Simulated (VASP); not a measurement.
# NiO (Fm-3m) in VASP: further runs

Aim: see how the results for NiO move with the level of theory and the settings. Levels: PBE+U, PBEsol+U. Tasks: single point.

Program: VASP 6.6.1. These are calculated values, not measurements. Logs are shortened: lines on timing, memory, paths and dates and some standing lists are left out, and cuts for length are marked.

**1. The cell of the first run**

The structure is cubic, space group Fm-3m (No. 225). Conventional cell: a = 4.172 Å, b = 4.172 Å, c = 4.172 Å, α = 90.00°, β = 90.00°, γ = 90.00°. Within 2.8 Å of Ni (site symmetry m-3m) lie 6 O at 2.09 Å. O (site symmetry m-3m) has 6 Ni at 2.09 Å within 2.8 Å.

**2. Single point, PBE+U, collinear spin, ferromagnetic start**

The input, POSCAR:

```
NiO
1.0
    0.0000000000      2.0859016414      2.0859016414
    2.0859016414      0.0000000000      2.0859016414
    2.0859016414      2.0859016414      0.0000000000
Ni O
1 1
Direct
    0.0000000000      0.0000000000      0.0000000000
    0.5000000000      0.5000000000      0.5000000000
```

The input, INCAR.step1:

```
ALGO = Normal
EDIFF = 1E-6
ENCUT = 520
GGA = PE
GGA_COMPAT = F
ISIF = 2
ISMEAR = 1
ISPIN = 2
LASPH = T
LCHARG = T
LDAU = T
LDAUJ = 0 0
LDAUL = 2 -1
LDAUPRINT = 1
LDAUTYPE = 2
LDAUU = 7 0
LMAXMIX = 4
LORBIT = 11
LREAL = F
LWAVE = F
MAGMOM = 1 0
NBANDS = 23
NEDOS = 2001
NELM = 200
PREC = Accurate
SIGMA = 0.05
```

The input, KPOINTS.step1:

```
k-points
0
Gamma
  11 11 11
```

The input, INCAR.step2:

```
ALGO = Normal
EDIFF = 1E-6
ENCUT = 520
GGA = PE
GGA_COMPAT = F
ICHARG = 11
ISIF = 2
ISMEAR = -5
ISPIN = 2
LASPH = T
LCHARG = F
LDAU = T
LDAUJ = 0 0
LDAUL = 2 -1
LDAUPRINT = 1
LDAUTYPE = 2
LDAUU = 7 0
LMAXMIX = 4
LORBIT = 10
LREAL = F
LWAVE = F
MAGMOM = 1 0
NEDOS = 2001
NELM = 200
PREC = Accurate
SIGMA = 0.05
```

The input, KPOINTS.step2:

```
k-points
0
Gamma
  17 17 17
```

Potentials or basis: VASP PAW PBE potentials, release 64 (Ni_sv_GW, O).

On the command line:

```console
> cat potpaw_PBE.64/Ni_sv_GW/POTCAR potpaw_PBE.64/O/POTCAR > POTCAR
> cp INCAR.step1 INCAR
> cp KPOINTS.step1 KPOINTS
> mpirun -np 1 vasp_std > vasp.out
> cp INCAR.step2 INCAR
> cp KPOINTS.step2 KPOINTS
> mpirun -np 1 vasp_std > vasp.out
```

OUTCAR:

```text
EDIFF = 1E-6
   ENCUT = 520
   GGA = PE
   ICHARG = 11
   ISIF = 2
   ISMEAR = -5
   ISPIN = 2
   LASPH = T
   LORBIT = 10
   LREAL = F
   NELM = 200
   PREC = Accurate

 ion  position               nearest neighbor table
   1  0.000  0.000  0.000-   2 2.09   2 2.09   2 2.09   2 2.09   2 2.09   2 2.09
   2  0.500  0.500  0.500-   1 2.09   1 2.09   1 2.09   1 2.09   1 2.09   1 2.09

  LATTYP: Found a face centered cubic cell.
 ALAT       =     4.1718032828

  Lattice vectors:

 A1 = (   0.0000000000,   2.0859016414,   2.0859016414)
 A2 = (   2.0859016414,   0.0000000000,   2.0859016414)
 A3 = (   2.0859016414,   2.0859016414,   0.0000000000)

Analysis of symmetry for initial positions (statically):
=====================================================================
 Subroutine PRICEL returns:
 Original cell was already a primitive cell.

 Routine SETGRP: Setting up the symmetry group for a
 face centered cubic supercell.

 Subroutine GETGRP returns: Found 48 space group operations
 (whereof 48 operations were pure point group operations)
 out of a pool of 48 trial point group operations.

The static configuration has the point symmetry O_h .

Analysis of symmetry for dynamics (positions and initial velocities):
=====================================================================
 Subroutine PRICEL returns:
 Original cell was already a primitive cell.

 Routine SETGRP: Setting up the symmetry group for a
 face centered cubic supercell.

 Subroutine GETGRP returns: Found 48 space group operations
 (whereof 48 operations were pure point group operations)
 out of a pool of 48 trial point group operations.

The dynamic configuration has the point symmetry O_h .

Analysis of structural, dynamic, and magnetic symmetry:
=====================================================================
 Subroutine PRICEL returns:
 Original cell was already a primitive cell.

 Routine SETGRP: Setting up the symmetry group for a
 face centered cubic supercell.

 Subroutine GETGRP returns: Found 48 space group operations
 (whereof 48 operations were pure point group operations)
 out of a pool of 48 trial point group operations.

The overall configuration has the point symmetry O_h .

 Subroutine INISYM returns: Found 48 space group operations
 (whereof 48 operations are pure point group operations),
 and found     1 'primitive' translations

----------------------------------------------------------------------------------------

                                     Primitive cell

  volume of cell :      18.1515

  direct lattice vectors                    reciprocal lattice vectors
     0.000000000  2.085901641  2.085901641    -0.239704495  0.239704495  0.239704495
     2.085901641  0.000000000  2.085901641     0.239704495 -0.239704495  0.239704495
     2.085901641  2.085901641  0.000000000     0.239704495  0.239704495 -0.239704495

  length of vectors
     2.949910391  2.949910391  2.949910391     0.415180364  0.415180364  0.415180364

  position of ions in fractional coordinates (direct lattice)
     0.000000000  0.000000000  0.000000000
     0.500000000  0.500000000  0.500000000

  ion indices of the primitive-cell ions
   primitive index   ion index
                 1           1
                 2           2

----------------------------------------------------------------------------------------

 KPOINTS: k-points
[... 70 lines left out ...]
   EDIFF  = 0.1E-05   stopping-criterion for ELM
   LREAL  =      F    real-space projection
   EDIFFG = 0.1E-04   stopping-criterion for IOM
   NSW    =      0    number of steps for IOM
   IBRION =     -1    ionic relax: 0-MD 1-quasi-New 2-CG
   NFREE  =      0    steps in history (QN), initial steepest desc. (CG)
   ISIF   =      2    stress and relaxation
   ISYM   =      2    0-nonsym 1-usesym 2-fastsym
   POTIM  = 0.5000    time-step for ionic-motion
   TEBEG  =    0.0;   TEEND  =   0.0 temperature during run
   PSTRESS=    0.0 pullay stress
   NELECT =      24.0000    total number of electrons
   NUPDOWN=      -1.0000    fix difference up-down
   EMIN   =  10.00;   EMAX   =-10.00  energy-range for DOS
   EFERMI =   0.00;   METHOD = LEGACY
   ISMEAR =    -5;   SIGMA  =   0.05  broadening in eV -4-tet -1-fermi 0-gaus
   EFERMI_NEDOS =   21; number of points for ismear=-14 and -15
   IALGO  =     38    algorithm
   IMIX   =      4    mixing-type and parameters
     AMIX     =   0.40;   BMIX     =  1.00
     AMIX_MAG =   1.60;   BMIX_MAG =  1.00
  volume/ion in A,a.u.               =       9.08        61.25
  Fermi-wavevector in a.u.,A,eV,Ry     =   1.796835  3.395525 43.927965  3.228614
  Thomas-Fermi vector in A             =   2.858301
   LORBIT       =     10    0 simple, 1 ext, 2 COOP (PROOUT), +10 PAW based schemes
 LDA+U is selected, type is set to LDAUTYPE =  2
   angular momentum for each species LDAUL =     2   -1
   U (eV)           for each species LDAUU =   7.0  0.0
   J (eV)           for each species LDAUJ =   0.0  0.0
   GGA     = PE    functional components
   LHFCALC =     F    Hartree Fock is set to
   AEXX    =    0.0000 exact exchange contribution
   IVDW    =     0    specifies the selected vdW correction
   LEPSILON=     F    determine dielectric tensor
   LRPA    =     F    only Hartree local field effects (RPA)
 spin polarized calculation
 Fermi weights with tetrahedron method with Bloechl corrections
  energy-cutoff  :      520.00
  volume of cell :       18.15
 maximum number of plane-waves:       531
 NGX is ok and might be reduce to    24

atom =   1  type =  1  l = 2

 onsite density matrix

spin component  1

  0.9404  0.0000  0.0000  0.0000  0.0000
  0.0000  0.9404 -0.0000  0.0000 -0.0000
  0.0000 -0.0000  0.9715 -0.0000 -0.0000
  0.0000  0.0000 -0.0000  0.9404 -0.0000
  0.0000 -0.0000 -0.0000 -0.0000  0.9715

spin component  2

  0.9336  0.0000  0.0000  0.0000 -0.0000
  0.0000  0.9336 -0.0000  0.0000  0.0000
  0.0000 -0.0000  0.0898 -0.0000  0.0000
  0.0000  0.0000 -0.0000  0.9336  0.0000
 -0.0000  0.0000  0.0000  0.0000  0.0898

 occupancies and eigenvectors

  o =  0.0898  v =  0.0000  0.0000  0.0000  0.0000  0.0000  0.0000 -0.0000 -1.0000  0.0000  0.0000      0.0000  0.0000  0.0000  0.0000  0.0000  0.0000  0.0000  0.0000  0.0000  0.0000
  o =  0.0898  v =  0.0000  0.0000  0.0000  0.0000  0.0000  0.0000  0.0000 -0.0000  0.0000 -1.0000      0.0000  0.0000  0.0000  0.0000  0.0000  0.0000  0.0000  0.0000  0.0000  0.0000
  o =  0.9336  v =  0.0000  0.0000  0.0000  0.0000  0.0000  1.0000  0.0000  0.0000  0.0000  0.0000      0.0000  0.0000  0.0000  0.0000  0.0000  0.0000  0.0000  0.0000  0.0000  0.0000
  o =  0.9336  v =  0.0000  0.0000  0.0000  0.0000  0.0000  0.0000  0.0198  0.0000  0.9998  0.0000      0.0000  0.0000  0.0000  0.0000  0.0000  0.0000  0.0000  0.0000  0.0000  0.0000
  o =  0.9336  v =  0.0000  0.0000  0.0000  0.0000  0.0000  0.0000  0.9998  0.0000 -0.0198 -0.0000      0.0000  0.0000  0.0000  0.0000  0.0000  0.0000  0.0000  0.0000  0.0000  0.0000
  o =  0.9404  v =  1.0000  0.0000  0.0000  0.0000  0.0000  0.0000  0.0000  0.0000  0.0000  0.0000      0.0000  0.0000  0.0000  0.0000  0.0000  0.0000  0.0000  0.0000  0.0000  0.0000
  o =  0.9404  v =  0.0000  0.7238 -0.0000  0.6900  0.0000  0.0000  0.0000  0.0000  0.0000  0.0000      0.0000  0.0000  0.0000  0.0000  0.0000  0.0000  0.0000  0.0000  0.0000  0.0000
  o =  0.9404  v =  0.0000 -0.6900 -0.0000  0.7238 -0.0000  0.0000  0.0000  0.0000  0.0000  0.0000      0.0000  0.0000  0.0000  0.0000  0.0000  0.0000  0.0000  0.0000  0.0000  0.0000
  o =  0.9715  v =  0.0000 -0.0000  1.0000  0.0000 -0.0000  0.0000  0.0000  0.0000  0.0000  0.0000      0.0000  0.0000  0.0000  0.0000  0.0000  0.0000  0.0000  0.0000  0.0000  0.0000
  o =  0.9715  v =  0.0000  0.0000 -0.0000  0.0000 -1.0000  0.0000  0.0000  0.0000  0.0000  0.0000      0.0000  0.0000  0.0000  0.0000  0.0000  0.0000  0.0000  0.0000  0.0000  0.0000

 number of electron      24.0000019 magnetization       2.0000238

 Free energy of the ion-electron system (eV)
  ---------------------------------------------------
  ext. energy  EPLUGINS =         0.00000000
  ---------------------------------------------------
  free energy    TOTEN  =        -9.97028403 eV

  energy without entropy =       -9.97028403  energy(sigma->0) =       -9.97028403

 E-fermi :   6.2796     XC(G=0): -13.0271

 val. band max:        6.2718927343   @ k =   0.4706   0.0000   0.0000
 cond. band min:       8.7192837896   @ k =   0.0000   0.0000   0.0000
 fundamental gap:      2.4473910553
 Fermi energy:         6.2795605081

 spin component 1

 k-point     1 :       0.0000    0.0000    0.0000
  band No.  band energies     occupation
      1     -97.6853      1.00000
      2     -58.0758      1.00000
      3     -58.0758      1.00000
      4     -58.0758      1.00000
      5     -12.8881      1.00000
      6       0.3380      1.00000
[... 943 lines left out ...]
      6       2.0323      1.00000
[... 9 lines left out ...]
     16      24.1220      0.00000
     17      25.5717      0.00000

 [... further k-points ...]

------------------------ aborting loop because EDIFF is reached ----------------------------------------

  FORCE on cell =-STRESS in cart. coord.  units (eV):
  Direction    XX          YY          ZZ          XY          YZ          ZX
  --------------------------------------------------------------------------------------
  -------------------------------------------------------------------------------------
  Total        1.2351980      1.2351980      1.2351980      0.0000000      0.0000000     -0.0000000
  in kB      109.0274104    109.0274104    109.0274104      0.0000000      0.0000000     -0.0000000
  external PRESSURE =     109.0274104 kB  Pullay stress =       0.0000000 kB

 VOLUME and BASIS-vectors are now :
 -----------------------------------------------------------------------------
  energy-cutoff  :      520.00
  volume of cell :       18.15
      direct lattice vectors                 reciprocal lattice vectors
     0.000000000  2.085901641  2.085901641    -0.239704495  0.239704495  0.239704495
     2.085901641  0.000000000  2.085901641     0.239704495 -0.239704495  0.239704495
     2.085901641  2.085901641  0.000000000     0.239704495  0.239704495 -0.239704495

 POSITION                                       TOTAL-FORCE (eV/Angst)
 -----------------------------------------------------------------------------------
      0.00000      0.00000      0.00000        -0.000000      0.000000     -0.000000
      2.08590      2.08590      2.08590         0.000000     -0.000000      0.000000
 -----------------------------------------------------------------------------------
    total drift:                                0.000000     -0.000000     -0.000000

  FREE ENERGIE OF THE ION-ELECTRON SYSTEM (eV)
  ---------------------------------------------------
  free  energy   TOTEN  =        -9.9702840276 eV

  energy  without entropy=       -9.9702840276  energy(sigma->0) =       -9.97028403

 total charge

# of ion       s       p       d       f       tot
--------------------------------------------------
    1        2.165   6.253   7.719   0.009  16.147
    2        1.548   3.506   0.000   0.000   5.054
--------------------------------------------------
tot          3.713   9.759   7.719   0.009  21.201

 magnetization (x)

# of ion       s       p       d       f       tot
--------------------------------------------------
    1        0.010   0.012   1.781   0.001   1.805
    2        0.022   0.138   0.000   0.000   0.160
--------------------------------------------------
tot          0.031   0.151   1.781   0.001   1.965
```

Wall time 69 s (1 thread of Intel Xeon Platinum 8488C (Sapphire Rapids), shared host); peak memory 0.23 GiB.

What came out:

```yaml
Net_moment: 2.00 μB per cell
Site_moments: Ni +1.80; O +0.16 μB
Valence_electrons_inside_the_program's_atomic_spheres: Ni 16.15; O 5.05
```

Eigenvalues of the final occupation matrices:
```
    site  spin  trace               eigenvalues
site 1 d     1   4.76  0.94 0.94 0.94 0.97 0.97
site 1 d     2   2.98  0.09 0.09 0.93 0.93 0.93
```

Caveat: a cell with one magnetic atom can't hold antiferromagnetic order, which such compounds often take.

**3. Single point, PBEsol+U, collinear spin, ferromagnetic start**

The input, INCAR:

```
SYSTEM = NiO
PREC = Accurate
ENCUT = 700
EDIFF = 1E-6
ISMEAR = -1
SIGMA = 0.05
LREAL = .False.
LASPH = .True.
NELM = 200
ALGO = Normal
ISIF = 2
LWAVE = .False.
LCHARG = .True.
ISPIN = 2
MAGMOM = 1 0
LORBIT = 11
LMAXMIX = 4
LDAU = .True.
LDAUTYPE = 2
LDAUL = 2 -1
LDAUU = 6 0
LDAUJ = 0 0
LDAUPRINT = 1
GGA = PS
LELF = .True.
LVHAR = .True.
NBANDS = 23
GGA_COMPAT = .False.
```

The input, KPOINTS:

```
Automatic mesh
0
Gamma
  11 11 11
  0 0 0
```

POSCAR is that of step 2.

Potentials or basis: VASP PAW PBE potentials, release 64 (Ni_sv_GW, O).

On the command line:

```console
> cat potpaw_PBE.64/Ni_sv_GW/POTCAR potpaw_PBE.64/O/POTCAR > POTCAR
> mpirun -np 1 vasp_std > vasp.out
```

It took 51 s on 1 thread of Intel Xeon 6975P-C (Granite Rapids), shared host; peak memory 0.22 GiB.

It converged, with:

| Quantity | Value |
| --- | --- |
| Free energy | -11.0550 eV |
| Pressure | 1.3 GPa |
| Band gap on the k mesh | 2.26 eV (least direct gap 3.09 eV) |
| Net moment | 2.00 μB per cell |
| Site moments | Ni +1.78; O +0.19 μB |
| Valence electrons inside the program's atomic spheres | Ni 16.13; O 5.01 |

Levels at points of the mesh, in eV from the valence-band top:
Spin up:
```
           k point  band 11  band 12  band 13  band 14  band 15  band 16
(0.00, 0.00, 0.00)    -1.84    -1.84    -1.84     2.26    18.22    18.78
```
Spin down:
| k point | band 8 | band 9 | band 10 | band 11 | band 12 | band 13 | band 14 | band 15 |
| --- | --- | --- | --- | --- | --- | --- | --- | --- |
| (0.00, 0.00, 0.00) | -3.39 | -1.46 | -1.46 | -1.46 | 2.37 | 2.37 | 2.62 | 18.18 |

Eigenvalues of the final occupation matrices:
| site | spin | trace | eigenvalues |
| --- | --- | --- | --- |
| site 1 d | 1 | 4.75 | 0.94 0.94 0.94 0.97 0.97 |
| site 1 d | 2 | 2.99 | 0.10 0.10 0.93 0.93 0.93 |

Caveat: the PAW data sets were made with another functional, which shifts forces and pressure a little; an odd mesh through Γ misses points on the zone boundary, where band edges can lie; a cell with one magnetic atom can't hold antiferromagnetic order, which such compounds often take. The state reached can hang on the start; a lower one may exist.

**4. Single point, PBE+U, collinear spin, ferromagnetic start**

The input, INCAR:

```
  PREC = Accurate
  ENCUT = 700
  EDIFF = 1E-6
  ISMEAR = -1
  SIGMA = 0.05
  LREAL = F
  LASPH = T
  NELM = 200
  ALGO = Normal
  ISIF = 2
  LWAVE = F
  LCHARG = F
  ISPIN = 2
  MAGMOM = 1 0
  LORBIT = 11
  LMAXMIX = 4
  LDAU = T
  LDAUTYPE = 2
  LDAUL = 2 -1
  LDAUU = 3 0
  LDAUJ = 0 0
  LDAUPRINT = 1
  GGA = PE
  NBANDS = 23
  GGA_COMPAT = F
```

The input, KPOINTS:

```
Automatic mesh
0
Gamma
  11 11 11
```

POSCAR is that of step 3.

On the command line:

```console
> cat potpaw_PBE.64/Ni_sv_GW/POTCAR potpaw_PBE.64/O/POTCAR > POTCAR
> mpirun -np 1 vasp_std > vasp.out
```

Run time: 98 s. Hardware: 1 thread of Intel Xeon Platinum 8259CL at 2.50GHz (Skylake/Cascade Lake), shared host; peak memory 0.22 GiB.

It converged, with:

- Free energy: -11.2513 eV
- Pressure: 9.9 GPa
- Band gap on the k mesh: 0.98 eV (least direct gap 1.84 eV)
- Net moment: 2.00 μB per cell
- Site moments: Ni +1.71; O +0.24 μB
- Valence electrons inside the program's atomic spheres: Ni 16.13; O 5.03

Levels at points of the mesh, in eV from the valence-band top:
Spin up:
| k point | band 9 | band 10 | band 11 | band 12 | band 13 | band 14 | band 15 | band 16 | band 17 | band 18 |
| --- | --- | --- | --- | --- | --- | --- | --- | --- | --- | --- |
| (0.00, 0.00, 0.00) | -3.66 | -3.66 | -2.33 | -2.33 | -2.33 | 1.95 | 18.14 | 18.90 | 18.90 | 18.90 |
Spin down:
```tsv
k point	band 8	band 9	band 10	band 11	band 12	band 13	band 14	band 15
(0.00, 0.00, 0.00)	-2.69	-1.87	-1.87	-1.87	0.98	0.98	2.33	18.07
```

Eigenvalues of the final occupation matrices:
| site | spin | trace | eigenvalues |
| --- | --- | --- | --- |
| site 1 d | 1 | 4.73 | 0.93 0.93 0.93 0.97 0.97 |
| site 1 d | 2 | 3.04 | 0.13 0.13 0.92 0.92 0.92 |

Caveat: the cell stands under pressure; an odd mesh through Γ misses points on the zone boundary, where band edges can lie; a cell with one magnetic atom can't hold antiferromagnetic order, which such compounds often take.

**5. Overview**

```tsv
level	U	cutoff (eV)	smearing	k mesh for the DOS	occupations for the DOS	gap on the mesh (eV)	pressure (GPa)	moment (μB)
PBE+U	Ni d U = 7.0 eV	520	methfessel-paxton 0.05 eV	17 × 17 × 17	tetrahedron	-	-	2.00
PBEsol+U	Ni d U = 6.0 eV	700	fermi-dirac 0.05 eV	-	-	2.26	1.3	2.00
PBE+U	Ni d U = 3.0 eV	700	fermi-dirac 0.05 eV	-	-	0.98	9.9	2.00
```

Alike in all rows: task single point; potentials or basis VASP PAW PBE potentials, release 64 (Ni_sv_GW, O); spin collinear, ferromagnetic start; cell as given; k mesh 11 × 11 × 11.

Caveats: a cell with one magnetic atom can't hold antiferromagnetic order, which such compounds often take; an odd mesh through Γ misses points on the zone boundary, where band edges can lie (at least some runs); the PAW data sets were made with another functional, which shifts forces and pressure a little (at least some runs); the cell stands under pressure (at least some runs).

Total energies depend on the potentials used, so only differences within one code and one set of settings carry meaning.
